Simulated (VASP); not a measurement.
# AlSe4 (P4/mmm) in VASP: notebook

The runs below take AlSe4 through single point, relaxation of cell and atoms, with PBE+D3(BJ).

Everything below comes from runs of VASP 6.6.1. Logs are shortened: lines on timing, memory, paths and dates and some standing lists are left out, and cuts for length are marked.

**1. The cell of the first run**

It takes space group P4/mmm (No. 123, tetragonal). Conventional cell: a = 3.983 Å, b = 3.983 Å, c = 7.273 Å, α = 90.00°, β = 90.00°, γ = 90.00°. Within 3.5 Å of Al (site symmetry 4/mmm) lie 8 Se at 2.69 Å. Within 3.7 Å of Se (site symmetry 2mm) lie 2 Al at 2.69 Å and 6 Se at 2.82 to 3.66 Å.

**2. Single point, PBE+D3(BJ)**

Input file INCAR:

```
SYSTEM = AlSe4
PREC     = Accurate       ! precision mode
ENCUT    = 520            ! plane-wave cutoff, eV
EDIFF    = 1E-6           ! SCF threshold, eV
ISMEAR   = 0              ! smearing method
SIGMA    = 0.1            ! smearing width, eV
LREAL    = .FALSE.        ! projectors in reciprocal space
LASPH    = .TRUE.         ! aspherical terms in the spheres
NELM     = 80             ! most SCF steps
ALGO     = Normal         ! electronic algorithm
ISIF     = 2              ! what is computed and relaxed
LWAVE    = .FALSE.        ! write WAVECAR
LCHARG   = .FALSE.        ! write CHGCAR
GGA      = PE             ! functional
IVDW     = 12             ! dispersion correction
NBANDS   = 22             ! bands
```

Input file KPOINTS:

```
regular mesh
0
G
  4 4 4
  0 0 0
```

Input file POSCAR:

```
AlSe4
1.0
    3.9826566380      0.0000000000      0.0000000000
    0.0000000000      3.9826566380      0.0000000000
    0.0000000000      0.0000000000      7.2727857672
Al Se
1 4
Direct
    0.5000000000      0.5000000000      0.0000000000
    0.0000000000      0.5000000000      0.7516794950
    0.5000000000      0.0000000000      0.7516794950
    0.0000000000      0.5000000000      0.2483205050
    0.5000000000      0.0000000000      0.2483205050
```

Potentials or basis: VASP PAW PBE potentials, release 64 (Al, Se).

Command:

```
$ cat potpaw_PBE.64/Al/POTCAR potpaw_PBE.64/Se/POTCAR > POTCAR
$ mpirun -np 1 vasp_std > vasp.out
```

OUTCAR:

```text
SYSTEM = AlSe4
   PREC = Accurate
   ENCUT = 520
   EDIFF = 1E-6
   ISMEAR = 0
   LREAL = .FALSE.
   LASPH = .TRUE.
   NELM = 80
   ISIF = 2
   GGA = PE
   IVDW = 12
 IVDW          = 12

 ion  position               nearest neighbor table
   1  0.500  0.500  0.000-   2 2.69   3 2.69   4 2.69   5 2.69   3 2.69   5 2.69   2 2.69   4 2.69

   2  0.000  0.500  0.752-   1 2.69   1 2.69
   3  0.500  0.000  0.752-   1 2.69   1 2.69
   4  0.000  0.500  0.248-   1 2.69   1 2.69
   5  0.500  0.000  0.248-   1 2.69   1 2.69

  LATTYP: Found a simple tetragonal cell.
 ALAT       =     3.9826566380
 C/A-ratio  =     1.8261141816

  Lattice vectors:

 A1 = (   3.9826566380,   0.0000000000,   0.0000000000)
 A2 = (   0.0000000000,   3.9826566380,   0.0000000000)
 A3 = (   0.0000000000,   0.0000000000,   7.2727857672)

Analysis of symmetry for initial positions (statically):
=====================================================================
 Subroutine PRICEL returns:
 Original cell was already a primitive cell.

 Routine SETGRP: Setting up the symmetry group for a
 simple tetragonal supercell.

 Subroutine GETGRP returns: Found 16 space group operations
 (whereof 16 operations were pure point group operations)
 out of a pool of 16 trial point group operations.

The static configuration has the point symmetry D_4h.

Analysis of symmetry for dynamics (positions and initial velocities):
=====================================================================
 Subroutine PRICEL returns:
 Original cell was already a primitive cell.

 Routine SETGRP: Setting up the symmetry group for a
 simple tetragonal supercell.

 Subroutine GETGRP returns: Found 16 space group operations
 (whereof 16 operations were pure point group operations)
 out of a pool of 16 trial point group operations.

The dynamic configuration has the point symmetry D_4h.

 Subroutine INISYM returns: Found 16 space group operations
 (whereof 16 operations are pure point group operations),
 and found     1 'primitive' translations

----------------------------------------------------------------------------------------

                                     Primitive cell

  volume of cell :     115.3577

  direct lattice vectors                    reciprocal lattice vectors
     3.982656638  0.000000000  0.000000000     0.251088680  0.000000000  0.000000000
     0.000000000  3.982656638  0.000000000     0.000000000  0.251088680  0.000000000
     0.000000000  0.000000000  7.272785767     0.000000000  0.000000000  0.137498894

  length of vectors
     3.982656638  3.982656638  7.272785767     0.251088680  0.251088680  0.137498894

  position of ions in fractional coordinates (direct lattice)
     0.500000000  0.500000000  0.000000000
     0.000000000  0.500000000  0.751679495
     0.500000000  0.000000000  0.751679495
     0.000000000  0.500000000  0.248320505
     0.500000000  0.000000000  0.248320505

  ion indices of the primitive-cell ions
   primitive index   ion index
                 1           1
                 2           2
                 3           3
                 4           4
                 5           5

----------------------------------------------------------------------------------------

 KPOINTS: regular mesh

Automatic generation of k-mesh.
 Grid dimensions read from file:
 generate k-points for:    4    4    4

 Generating k-lattice:

  Cartesian coordinates                     Fractional coordinates (reciprocal lattice)
     0.062772170  0.000000000  0.000000000     0.250000000  0.000000000  0.000000000
     0.000000000  0.062772170  0.000000000     0.000000000  0.250000000  0.000000000
     0.000000000  0.000000000  0.034374724     0.000000000  0.000000000  0.250000000

  Length of vectors
     0.062772170  0.062772170  0.034374724

  Shift w.r.t. Gamma in fractional coordinates (k-lattice)
     0.000000000  0.000000000  0.000000000

 Subroutine IBZKPT returns following result:
 ===========================================

 Found     18 irreducible k-points:

 Following reciprocal coordinates:
            Coordinates               Weight
  0.000000  0.000000  0.000000      1.000000
  0.250000  0.000000  0.000000      4.000000
  0.500000  0.000000  0.000000      2.000000
  0.250000  0.250000  0.000000      4.000000
  0.500000  0.250000  0.000000      4.000000
  0.500000  0.500000  0.000000      1.000000
[... 10 lines left out ...]
  0.500000  0.250000  0.500000      4.000000
  0.500000  0.500000  0.500000      1.000000
   k-points           NKPTS =     18   k-points in BZ     NKDIM =     18   number of bands    NBANDS=     22
   number of dos      NEDOS =    301   number of ions     NIONS =      5
   total plane-waves  NPLWV =  48600
   dimension x,y,z NGX =    30 NGY =   30 NGZ =   54
   dimension x,y,z NGXF=    60 NGYF=   60 NGZF=  108
   ions per type =               1   4
   NGX,Y,Z   is equivalent  to a cutoff of  12.52, 12.52, 12.34 a.u.
   NGXF,Y,Z  is equivalent  to a cutoff of  25.05, 25.05, 24.69 a.u.
 SYSTEM =  AlSe4
   PREC   = accura    normal or accurate (medium, high low for compatibility)
   ISTART =      0    job   : 0-new  1-cont  2-samecut
   ICHARG =      2    charge: 1-file 2-atom 10-const
   ISPIN  =      1    spin polarized calculation?
   LNONCOLLINEAR =      F non collinear calculations
   LSORBIT =      F    spin-orbit coupling
   LASPH  =      T    aspherical Exc in radial PAW
   ENCUT  =  520.0 eV  38.22 Ry    6.18 a.u.   7.41  7.41 13.52*2*pi/ulx,y,z
   NELM   =     80;   NELMIN=  2; NELMDL= -5     # of ELM steps
   EDIFF  = 0.1E-05   stopping-criterion for ELM
   LREAL  =      F    real-space projection
   EDIFFG = 0.1E-04   stopping-criterion for IOM
   NSW    =      0    number of steps for IOM
   IBRION =     -1    ionic relax: 0-MD 1-quasi-New 2-CG
   NFREE  =      0    steps in history (QN), initial steepest desc. (CG)
   ISIF   =      2    stress and relaxation
   ISYM   =      2    0-nonsym 1-usesym 2-fastsym
   POTIM  = 0.5000    time-step for ionic-motion
   TEBEG  =    0.0;   TEEND  =   0.0 temperature during run
   PSTRESS=    0.0 pullay stress
   NELECT =      27.0000    total number of electrons
   NUPDOWN=      -1.0000    fix difference up-down
   EMIN   =  10.00;   EMAX   =-10.00  energy-range for DOS
   EFERMI =   0.00;   METHOD = LEGACY
   ISMEAR =     0;   SIGMA  =   0.10  broadening in eV -4-tet -1-fermi 0-gaus
   EFERMI_NEDOS =   21; number of points for ismear=-14 and -15
   IALGO  =     38    algorithm
   IMIX   =      4    mixing-type and parameters
     AMIX     =   0.40;   BMIX     =  1.00
     AMIX_MAG =   1.60;   BMIX_MAG =  1.00
  volume/ion in A,a.u.               =      23.07       155.69
  Fermi-wavevector in a.u.,A,eV,Ry     =   1.008898  1.906541 13.849031  1.017875
  Thomas-Fermi vector in A             =   2.141793
   LORBIT       =      0    0 simple, 1 ext, 2 COOP (PROOUT), +10 PAW based schemes
   GGA     = PE    functional components
   LHFCALC =     F    Hartree Fock is set to
   AEXX    =    0.0000 exact exchange contribution
   IVDW    =    12    specifies the selected vdW correction
   LEPSILON=     F    determine dielectric tensor
   LRPA    =     F    only Hartree local field effects (RPA)
 non-spin polarized calculation
 Gauss-broadening in eV      SIGMA  =   0.10
  energy-cutoff  :      520.00
  volume of cell :      115.36
 maximum number of plane-waves:      3143
 NGX is ok and might be reduce to    30
   NGX = 15   NGY = 15   NGZ = 27

 number of electron      26.9999994 magnetization

 Free energy of the ion-electron system (eV)
  ---------------------------------------------------
  ext. energy  EPLUGINS =         0.00000000
  ---------------------------------------------------
  free energy    TOTEN  =       -17.81120743 eV

  energy without entropy =      -17.80257205  energy(sigma->0) =      -17.80688974

 E-fermi :   4.4889     XC(G=0):  -9.3995

 val. band max:        4.3246034502   @ k =   0.2500   0.0000   0.5000
 cond. band min:       4.5007591178   @ k =   0.2500   0.0000   0.0000
 fundamental gap:      0.1761556676
 Fermi energy:         4.4889142939

 k-point     1 :       0.0000    0.0000    0.0000
  band No.  band energies     occupation
      1     -11.2447      2.00000
      2     -10.6542      2.00000
      3      -6.5697      2.00000
      4      -6.1428      2.00000
      5      -2.5247      2.00000
      6      -0.6438      2.00000
[... 14 lines left out ...]
     21       8.1909      0.00000
     22      11.7420      0.00000

 k-point     2 :       0.2500    0.0000    0.0000
  band No.  band energies     occupation
      1     -10.7715      2.00000
      2     -10.1933      2.00000
      3      -7.6052      2.00000
      4      -7.1380      2.00000
      5      -2.1047      2.00000
      6      -0.1056      2.00000
[... 14 lines left out ...]
     21       9.0711      0.00000
     22      11.7472      0.00000

 k-point     3 :       0.5000    0.0000    0.0000
  band No.  band energies     occupation
      1      -9.5476      2.00000
      2      -9.3037      2.00000
      3      -8.9666      2.00000
      4      -8.8150      2.00000
      5      -1.1955      2.00000
      6      -0.0885      2.00000
[... 14 lines left out ...]
     21      11.4895      0.00000
     22      11.6030      0.00000
[... 326 lines left out ...]
 k-point    17 :       0.5000    0.2500    0.5000
  band No.  band energies     occupation
      1      -9.1293      2.00000
      2      -8.9750      2.00000
      3      -8.8611      2.00000
      4      -8.7756      2.00000
      5      -2.4788      2.00000
      6      -1.5384      2.00000
[... 14 lines left out ...]
     21      10.8231      0.00000
     22      11.3661      0.00000

 k-point    18 :       0.5000    0.5000    0.5000
  band No.  band energies     occupation
      1      -8.7506      2.00000
      2      -8.7506      2.00000
      3      -8.5515      2.00000
      4      -8.5515      2.00000
      5      -3.7963      2.00000
      6      -2.8537      2.00000
[... 14 lines left out ...]
     21      11.4118      0.00000
     22      11.4118      0.00000

------------------------ aborting loop because EDIFF is reached ----------------------------------------

 Edisp (eV)   -1.71562

 E8    (eV) :    -0.7126

  FORCE on cell =-STRESS in cart. coord.  units (eV):
  Direction    XX          YY          ZZ          XY          YZ          ZX
  --------------------------------------------------------------------------------------
  -------------------------------------------------------------------------------------
  Total       0.05281     0.05281     0.01542     0.00000    -0.00000     0.00000
  in kB       0.73341     0.73341     0.21422     0.00000    -0.00000     0.00000
  external pressure =        0.56 kB  Pullay stress =        0.00 kB

 VOLUME and BASIS-vectors are now :
 -----------------------------------------------------------------------------
  energy-cutoff  :      520.00
  volume of cell :      115.36
      direct lattice vectors                 reciprocal lattice vectors
     3.982656638  0.000000000  0.000000000     0.251088680  0.000000000  0.000000000
     0.000000000  3.982656638  0.000000000     0.000000000  0.251088680  0.000000000
     0.000000000  0.000000000  7.272785767     0.000000000  0.000000000  0.137498894

 POSITION                                       TOTAL-FORCE (eV/Angst)
 -----------------------------------------------------------------------------------
      1.99133      1.99133      0.00000         0.000000     -0.000000      0.000000
      0.00000      1.99133      5.46680        -0.000000     -0.000000     -0.002028
      1.99133      0.00000      5.46680         0.000000      0.000000     -0.002028
      0.00000      1.99133      1.80598         0.000000     -0.000000      0.002028
      1.99133      0.00000      1.80598         0.000000     -0.000000      0.002028
 -----------------------------------------------------------------------------------
    total drift:                                0.000000      0.000000      0.000000

  FREE ENERGIE OF THE ION-ELECTRON SYSTEM (eV)
  ---------------------------------------------------
  free  energy   TOTEN  =       -19.5268229134 eV

  energy  without entropy=      -19.5181875370  energy(sigma->0) =      -19.52250523
```

It took 37 s on 1 thread of Intel Xeon Platinum 8259CL at 2.50GHz (Skylake/Cascade Lake), shared host; peak memory 0.22 GiB.

Results:

```yaml
Free_energy: -19.5268 eV
Pressure: 0.1 GPa
Band_gap_on_the_k_mesh: zero (an odd number of electrons rules out a gap without spin polarisation)
Dispersion_energy_per_atom: -0.343 eV
```

Forces on the atoms (eV/Å):
```
Al   0.000  0.000  0.000
Se   0.000  0.000 -0.002
Se   0.000  0.000 -0.002
Se   0.000  0.000  0.002
Se   0.000  0.000  0.002
```

Levels at points of the mesh, in eV from the Fermi level:
```
           k point  band 10  band 11  band 12  band 13  band 14  band 15  band 16  band 17
(0.00, 0.00, 0.00)    -3.10    -1.69     0.52     0.82     1.42     1.42     1.97     1.97
(0.50, 0.00, 0.00)    -2.67    -2.40    -2.08    -1.94    -1.60    -1.30    -1.25     2.49
(0.50, 0.50, 0.00)    -4.12    -0.99    -0.99    -0.85     2.72     2.84     3.26     3.50
(0.00, 0.00, 0.50)    -4.53    -0.96    -0.21     1.20     1.54     1.54     1.86     1.86
(0.50, 0.00, 0.50)    -2.79    -2.61    -2.42    -2.27    -2.09    -1.91    -1.77     3.32
(0.50, 0.50, 0.50)    -3.39    -2.21    -2.21    -0.34     2.91     3.14     3.18     3.59
```

Caveat: the k points lie up to 0.39 Å⁻¹ apart, too coarse for converged energies and pressures of a metal.

**3. Relaxation of cell and atoms, PBE+D3(BJ)**

This run uses another cell than the first one, of 20.10 Å³/atom.

Input file INCAR:

```
SYSTEM = AlSe4
PREC     = Accurate       ! precision mode
ENCUT    = 600            ! plane-wave cutoff, eV
EDIFF    = 1E-7           ! SCF threshold, eV
ISMEAR   = 0              ! smearing method
SIGMA    = 0.1            ! smearing width, eV
LREAL    = .False.        ! projectors in reciprocal space
LASPH    = .True.         ! aspherical terms in the spheres
NELM     = 80             ! most SCF steps
ALGO     = Normal         ! electronic algorithm
ISIF     = 3              ! what is computed and relaxed
LWAVE    = .False.        ! write WAVECAR
LCHARG   = .False.        ! write CHGCAR
GGA      = PE             ! functional
IVDW     = 12             ! dispersion correction
IBRION   = 2              ! ionic algorithm
NSW      = 90             ! ionic steps
EDIFFG   = -0.04          ! ionic threshold
```

Input file KPOINTS:

```
Automatic mesh
0
Gamma
  4 4 4
  0 0 0
```

Input file POSCAR:

```
AlSe4
1.0
    3.8024836900      0.0000000000      0.0000000000
    0.0000000000      3.8024836900      0.0000000000
    0.0000000000      0.0000000000      6.9524254900
Al Se
1 4
Direct
    0.5000000000      0.5000000000      0.0000000000
    0.0000000000      0.5000000000      0.7642962500
    0.5000000000      0.0000000000      0.7642962500
    0.0000000000      0.5000000000      0.2357037500
    0.5000000000      0.0000000000      0.2357037500
```

Potentials or basis: VASP PAW PBE potentials, release 64 (Al, Se).

Command:

```
$ cat potpaw_PBE.64/Al/POTCAR potpaw_PBE.64/Se/POTCAR > POTCAR
$ mpirun -np 1 vasp_std > vasp.out
```

Wall time 4.7 min (1 thread of Intel Xeon Platinum 8259CL at 2.50GHz (Skylake/Cascade Lake), shared host); peak memory 0.25 GiB.

The run converged. Its results:

| Quantity | Value |
| --- | --- |
| Free energy | -19.5264 eV |
| Relaxed volume | 23.04 Å³/atom |
| Relaxed cell | a = 3.981 Å, b = 3.981 Å, c = 7.269 Å, α = 90.00°, β = 90.00°, γ = 90.00° |
| Space group after relaxing (to 0.1 Å) | P4/mmm (No. 123) |
| Energy gained by relaxing | 176.4 meV/atom |
| Ionic steps | 14 |
| Pressure after relaxing | 0.1 GPa |
| Band gap on the k mesh | zero (an odd number of electrons rules out a gap without spin polarisation) |
| Dispersion energy per atom | -0.344 eV |

Forces in eV/Å, atoms in the order of the input:
```
Al   0.000  0.000  0.000
Se   0.000  0.000  0.002
Se   0.000  0.000  0.002
Se   0.000  0.000 -0.002
Se   0.000  0.000 -0.002
```

Stress tensor (GPa, compression positive):
```
0.15 0.00 0.00
0.00 0.15 0.00
0.00 0.00 0.01
```

Step by step:
```tsv
step	energy change (eV)	largest force (eV/Å)	pressure (GPa)	volume (Å³)
1	0.0000	1.4077	16.14	100.52
2	-0.4504	0.3056	-6.87	132.97
3	-0.8493	0.2465	-0.39	117.81
4	-0.8494	0.2638	-0.17	117.45
5	-0.8753	0.0996	0.01	117.35
6	-0.8765	0.0585	0.07	117.32
7	-0.8765	0.0545	0.08	117.32
8	-0.8772	0.0379	-0.13	117.50
9	-0.8774	0.0162	-0.38	117.74
10	-0.8778	0.0145	-0.38	117.65
11	-0.8787	0.0089	-0.37	117.40
12	-0.8802	0.0031	-0.36	116.89
13	-0.8813	0.0308	-0.31	115.87
14	-0.8818	0.0025	0.11	115.21
```

Final structure:
```cif
data_structure
_symmetry_space_group_name_H-M 'P 1'
_symmetry_Int_Tables_number 1
_cell_length_a 3.9811
_cell_length_b 3.9811
_cell_length_c 7.2693
_cell_angle_alpha 90.000
_cell_angle_beta 90.000
_cell_angle_gamma 90.000
_cell_volume 115.21
loop_
_atom_site_label
_atom_site_type_symbol
_atom_site_fract_x
_atom_site_fract_y
_atom_site_fract_z
_atom_site_occupancy
Al1 Al 0.50000 0.50000 0.00000 1
Se1 Se 0.00000 0.50000 0.75145 1
Se2 Se 0.50000 0.00000 0.75145 1
Se3 Se 0.00000 0.50000 0.24854 1
Se4 Se 0.50000 0.00000 0.24854 1
```

Levels at points of the mesh, in eV from the Fermi level:
```
           k point  band 11  band 12  band 13  band 14  band 15  band 16
(0.00, 0.00, 0.00)    -1.70     0.52     0.82     1.43     1.43     1.97
(0.50, 0.00, 0.00)    -2.41    -2.08    -1.94    -1.60    -1.30    -1.25
(0.50, 0.50, 0.00)    -0.99    -0.99    -0.86     2.72     2.85     3.27
(0.00, 0.00, 0.50)    -0.96    -0.22     1.20     1.54     1.54     1.87
(0.50, 0.00, 0.50)    -2.63    -2.43    -2.27    -2.10    -1.91    -1.77
(0.50, 0.50, 0.50)    -2.22    -2.22    -0.34     2.92     3.13     3.19
```

Caveat: the k points lie up to 0.39 Å⁻¹ apart in the final cell, too coarse for converged energies and pressures of a metal.
